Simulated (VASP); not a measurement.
# BeGa2C2 (Cmmm) in VASP: further runs, part 2 of 2

VASP 6.6.1. Earlier steps stand in the parts before.

## 3. Relaxation of cell and atoms, PBE

Input file INCAR:

```
SYSTEM = BeGa2C2
PREC = Accurate
ENCUT = 600
EDIFF = 1E-6
ISMEAR = 0
SIGMA = 0.1
LREAL = .False.
LASPH = .True.
NELM = 100
ALGO = Normal
ISIF = 3
LWAVE = .False.
LCHARG = .False.
GGA = PE
IBRION = 2
NSW = 100
EDIFFG = -0.01
```

Input file KPOINTS:

```
Automatic mesh
0
Gamma
  14 14 6
  0 0 0
```

Input file POSCAR:

```
BeGa2C2
1.0
    1.6456780309     -2.4024102040      0.0000000000
    1.6456780309      2.4024102040      0.0000000000
    0.0000000000      0.0000000000      8.3973812865
Be Ga C
1 2 2
Direct
    0.5000000000      0.5000000000      0.0000000000
    0.0000000000      0.0000000000      0.6725202079
    0.0000000000      0.0000000000      0.3274797921
    0.0000000000      0.0000000000      0.0797279744
    0.0000000000      0.0000000000      0.9202720256
```

Potentials or basis: VASP PAW PBE potentials, release 64 (Be, Ga_d, C).

The run is started by

```bash
$ cat potpaw_PBE.64/Be/POTCAR potpaw_PBE.64/Ga_d/POTCAR potpaw_PBE.64/C/POTCAR > POTCAR
$ mpirun -np 1 vasp_std > vasp.out
```

OUTCAR:

```text
SYSTEM = BeGa2C2
   PREC = Accurate
   ENCUT = 600
   EDIFF = 1E-6
   ISMEAR = 0
   LREAL = .False.
   LASPH = .True.
   NELM = 100
   ISIF = 3
   GGA = PE
   IBRION = 2
   NSW = 100
   EDIFFG = -0.01

 ion  position               nearest neighbor table
   1  0.500  0.500  0.000-   4 1.78   5 1.78   4 1.78   5 1.78
   2  0.000  0.000  0.673-   5 2.08   3 2.90
   3  0.000  0.000  0.327-   4 2.08   2 2.90
   4  0.000  0.000  0.080-   5 1.34   1 1.78   1 1.78   3 2.08
   5  0.000  0.000  0.920-   4 1.34   1 1.78   1 1.78   2 2.08

  LATTYP: Found a base centered orthorhombic cell.
 ALAT       =     3.2913560618
 B/A-ratio  =     1.4598300268
 C/A-ratio  =     2.5513439229

  Lattice vectors:

 A1 = (   1.6456780309,  -2.4024102040,   0.0000000000)
 A2 = (   1.6456780309,   2.4024102040,   0.0000000000)
 A3 = (   0.0000000000,   0.0000000000,   8.3973812865)

Analysis of symmetry for initial positions (statically):
=====================================================================
 Subroutine PRICEL returns:
 Original cell was already a primitive cell.

 Routine SETGRP: Setting up the symmetry group for a
 base centered orthorhombic supercell.

 Subroutine GETGRP returns: Found  8 space group operations
 (whereof  8 operations were pure point group operations)
 out of a pool of  8 trial point group operations.

The static configuration has the point symmetry D_2h.

Analysis of symmetry for dynamics (positions and initial velocities):
=====================================================================
 Subroutine PRICEL returns:
 Original cell was already a primitive cell.

 Routine SETGRP: Setting up the symmetry group for a
 base centered orthorhombic supercell.

 Subroutine GETGRP returns: Found  8 space group operations
 (whereof  8 operations were pure point group operations)
 out of a pool of  8 trial point group operations.

The dynamic configuration has the point symmetry D_2h.

[... 130 lines left out ...]
   LHFCALC =     F    Hartree Fock is set to
   AEXX    =    0.0000 exact exchange contribution
   IVDW    =     0    specifies the selected vdW correction
   LEPSILON=     F    determine dielectric tensor
   LRPA    =     F    only Hartree local field effects (RPA)
 conjugate gradient relaxation of ions
 non-spin polarized calculation
 Gauss-broadening in eV      SIGMA  =   0.10
  energy-cutoff  :      600.00
  volume of cell :       66.40
 maximum number of plane-waves:      2262
   NGX = 11   NGY = 11   NGZ = 33

--------------------------------------- Ionic step        1  -------------------------------------------

 number of electron      36.0000018 magnetization

 Free energy of the ion-electron system (eV)
  ---------------------------------------------------
  ext. energy  EPLUGINS =         0.00000000
  ---------------------------------------------------
  free energy    TOTEN  =       -24.77200085 eV

  energy without entropy =      -24.76675505  energy(sigma->0) =      -24.76937795

------------------------ aborting loop because EDIFF is reached ----------------------------------------

  FORCE on cell =-STRESS in cart. coord.  units (eV):
  Direction    XX          YY          ZZ          XY          YZ          ZX
  --------------------------------------------------------------------------------------
  -------------------------------------------------------------------------------------
  Total       -0.0743137      0.0225501      0.0805865      0.0000000      0.0000000      0.0000000
  in kB       -1.7931385      0.5441188      1.9444964      0.0000000      0.0000000      0.0000000
  external PRESSURE =       0.2318256 kB  Pullay stress =       0.0000000 kB
[... 104 lines left out ...]
--------------------------------------- Ionic step        4  -------------------------------------------

 number of electron      36.0000018 magnetization

 Free energy of the ion-electron system (eV)
  ---------------------------------------------------
  ext. energy  EPLUGINS =         0.00000000
  ---------------------------------------------------
  free energy    TOTEN  =       -24.77222222 eV

  energy without entropy =      -24.76698560  energy(sigma->0) =      -24.76960391

 E-fermi :   4.9513     XC(G=0): -10.6080

 val. band max:        4.9404341825   @ k =   0.3571   0.1429   0.3333
 cond. band min:       4.9534497528   @ k =   0.5000   0.3571   0.5000
 fundamental gap:      0.0130155703
 Fermi energy:         4.9512606098

 k-point     1 :       0.0000    0.0000    0.0000
  band No.  band energies     occupation
      1     -12.1615      2.00000
      2      -9.8800      2.00000
      3      -9.8684      2.00000
      4      -9.8595      2.00000
      5      -9.8399      2.00000
      6      -9.6948      2.00000
[... 589 lines left out ...]
     21       8.9624      0.00000
     22       9.1496      0.00000

 [... further k-points ...]

------------------------ aborting loop because EDIFF is reached ----------------------------------------

  FORCE on cell =-STRESS in cart. coord.  units (eV):
  Direction    XX          YY          ZZ          XY          YZ          ZX
  --------------------------------------------------------------------------------------
  -------------------------------------------------------------------------------------
  Total       -0.0260602      0.0496913      0.0080898      0.0000000      0.0000000      0.0000000
  in kB       -0.6293325      1.2000057      0.1953628      0.0000000      0.0000000      0.0000000
  external PRESSURE =       0.2553453 kB  Pullay stress =       0.0000000 kB
[... 20 lines left out ...]
  FREE ENERGIE OF THE ION-ELECTRON SYSTEM (eV)
  ---------------------------------------------------
  free  energy   TOTEN  =       -24.7722222172 eV

  energy  without entropy=      -24.7669856000  energy(sigma->0) =      -24.76960391

 reached required accuracy - stopping structural energy minimisation
```

OSZICAR:

```text
N       E                     dE             d eps       ncg     rms          rms(c)
DAV:   1     0.240333510348E+03    0.24033E+03   -0.19144E+04 10054   0.280E+03
DAV:   2     0.258354246825E+01   -0.23775E+03   -0.23212E+03 10868   0.515E+02
DAV:   3    -0.266006202140E+02   -0.29184E+02   -0.28654E+02 12266   0.139E+02
[... 28 lines left out ...]
DAV:   1    -0.247725353132E+02   -0.38398E-03   -0.83979E-03 12694   0.111E+00    0.111E-01
DAV:   2    -0.247723067426E+02    0.22857E-03   -0.90281E-04 12272   0.487E-01    0.561E-02
DAV:   3    -0.247722268546E+02    0.79888E-04   -0.14316E-04 14676   0.151E-01    0.134E-02
DAV:   4    -0.247722226498E+02    0.42048E-05   -0.24590E-05 11680   0.477E-02    0.502E-03
DAV:   5    -0.247722222172E+02    0.43261E-06   -0.22696E-06  8496   0.168E-02
   4 F= -.24772222E+02 E0= -.24769604E+02  d E =-.714539E-04
```

It took 10 min on 1 thread of Intel Xeon Platinum 8259CL at 2.50GHz (Skylake/Cascade Lake), shared host; peak memory 0.51 GiB.

What came out:

```yaml
Free_energy: -24.7722 eV
Relaxed_volume: 13.27 Å³/atom
Relaxed_cell: a = 2.912 Å, b = 2.912 Å, c = 8.395 Å, α = 90.00°, β = 90.00°, γ = 111.24°
Space_group_after_relaxing_to_0.05_Å: Cmmm (No. 65)
Energy_gained_by_relaxing: 0.0 meV/atom
Ionic_steps: 4
Pressure_after_relaxing: 0.0 GPa
Band_gap_on_the_k_mesh: zero (band 18 reaches 7.85 eV, above the bottom of band 19 at 3.51 eV)
```

Forces on the atoms (eV/Å):
```
Be   0.000  0.000  0.000
Ga   0.000  0.000 -0.002
Ga   0.000  0.000  0.002
C    0.000  0.000 -0.003
C    0.000  0.000  0.003
```

The path:
```
step  energy change (eV)  largest force (eV/Å)  pressure (GPa)  volume (Å³)
   1              0.0000                0.1188            0.02        66.40
   2              0.0021                0.4611           -0.58        66.42
   3             -0.0001                0.0098           -0.09        66.40
   4             -0.0002                0.0027            0.03        66.34
```

Final structure:
```cif
data_structure
_symmetry_space_group_name_H-M 'P 1'
_symmetry_Int_Tables_number 1
_cell_length_a 2.9119
_cell_length_b 2.9119
_cell_length_c 8.3947
_cell_angle_alpha 90.000
_cell_angle_beta 90.000
_cell_angle_gamma 111.238
_cell_volume 66.34
loop_
_atom_site_label
_atom_site_type_symbol
_atom_site_fract_x
_atom_site_fract_y
_atom_site_fract_z
_atom_site_occupancy
Be1 Be 0.50000 0.50000 0.00000 1
Ga1 Ga 0.00000 0.00000 0.67259 1
Ga2 Ga 0.00000 0.00000 0.32741 1
C1 C 0.00000 0.00000 0.07990 1
C2 C 0.00000 0.00000 0.92010 1
```

Levels at points of the mesh, in eV from the Fermi level:
```csv
k point,band 15,band 16,band 17,band 18,band 19,band 20,band 21,band 22
"(0.00, 0.00, 0.00)",-5.23,-4.74,-1.50,2.75,3.19,4.90,5.79,5.90
"(0.50, 0.00, 0.00)",-3.61,-2.77,-2.68,-2.47,-0.75,0.39,3.61,3.65
"(0.50, 0.50, 0.00)",-5.15,-2.10,-1.79,-1.43,0.87,1.30,1.97,3.97
"(0.00, 0.00, 0.50)",-5.22,-2.74,-1.50,1.34,3.17,4.89,5.35,7.29
"(0.50, 0.00, 0.50)",-3.97,-3.54,-2.75,-1.11,-0.95,0.35,3.51,3.72
"(0.50, 0.50, 0.50)",-5.01,-2.73,-2.02,-0.46,0.84,1.22,1.88,3.99
```
